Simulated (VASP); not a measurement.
The system is HfC.

```xyz
2
Lattice="0.0000 2.3250 2.3250 2.3250 0.0000 2.3250 2.3250 2.3250 0.0000" Properties=species:S:1:pos:R:3 pbc="T T T"
Hf    2.3250    2.3250    2.3250
C     0.0000    0.0000    0.0000
```

- Program: VASP 6.6.1
- Task: relaxation of cell and atoms
- Functional: LDA
- Potentials or basis: VASP PAW LDA potentials, release 64 (Hf_pv, C)
- Cutoff: 600 eV
- k mesh: 10 × 10 × 10
- Occupations: fermi-dirac, width 0.05 eV
- Spin: no spin polarisation
- Hubbard terms: Hf d U = 1.0 eV

At the start: pressure -8.2 GPa; volume 12.57 Å³/atom.

**Question.** Where does the relaxation end?

**Answer.** Over 4 steps the energy falls by 10.9 meV/atom and the volume is 12.15 Å³/atom (-3.3 %); space group Fm-3m (No. 225, to 0.05 Å).

Step by step:
| step | energy change (eV) | largest force (eV/Å) | pressure (GPa) | volume (Å³) |
| --- | --- | --- | --- | --- |
| 1 | 0.0000 | 0.0000 | -8.18 | 25.14 |
| 2 | 0.0538 | 0.0000 | 17.79 | 22.87 |
| 3 | -0.0218 | 0.0000 | -0.16 | 24.32 |
| 4 | -0.0218 | 0.0000 | 0.02 | 24.30 |

Final structure:
```
Hf C
1.0
     0.00000    2.29906    2.29906
     2.29906    0.00000    2.29906
     2.29906    2.29906    0.00000
Hf C
1 1
Direct
  0.50000 0.50000 0.50000
  0.00000 0.00000 0.00000
```

Caveat: U without spin polarisation on a metal has little footing; the U is typed as a test and isn't derived for this compound.
